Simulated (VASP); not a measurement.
ZnCu: single point with PBEsol

ZnCu:

```xyz
2
Lattice="2.9186 0.0000 0.0000 0.0000 2.9186 0.0000 0.0000 0.0000 2.9186" Properties=species:S:1:pos:R:3 pbc="T T T"
Zn    1.4593    1.4593    1.4593
Cu    0.0000    0.0000    0.0000
```

```
Program                : VASP 6.6.1
Task                   : single point
Functional             : PBEsol
Potentials or basis    : VASP PAW PBE potentials, release 64 (Zn, Cu)
Cutoff                 : 520 eV
k mesh                 : 10 × 10 × 10
Occupations            : methfessel-paxton, width 0.1 eV
Spin                   : no spin polarisation
Dipole correction      : no
Further INCAR settings : ALGO = Normal; EDIFF = 1e-06; NBANDS = 18
```

```json
{
 "Pressure": "-0.7 GPa"
}
```

Levels at points of the mesh, in eV from the Fermi level:
| k point | band 10 | band 11 | band 12 | band 13 | band 14 | band 15 |
| --- | --- | --- | --- | --- | --- | --- |
| (0.00, 0.00, 0.00) | -2.87 | -2.87 | 6.19 | 6.19 | 6.19 | 11.33 |
| (0.50, 0.00, 0.00) | -3.46 | -2.96 | -2.12 | 11.82 | 11.82 | 12.43 |
| (0.50, 0.50, 0.00) | -2.63 | -2.10 | -2.10 | 1.77 | 2.10 | 14.08 |
| (0.50, 0.50, 0.50) | -2.61 | 3.92 | 4.29 | 4.29 | 4.29 | 4.49 |

Run time: 27 s on 1 thread of Intel(R) Xeon(R) Platinum 8375C CPU @ 2.90GHz (Ice Lake) (shared host), peak memory 0.15 GiB.

Caveat: the PAW data sets were made with another functional, which shifts forces and pressure a little.
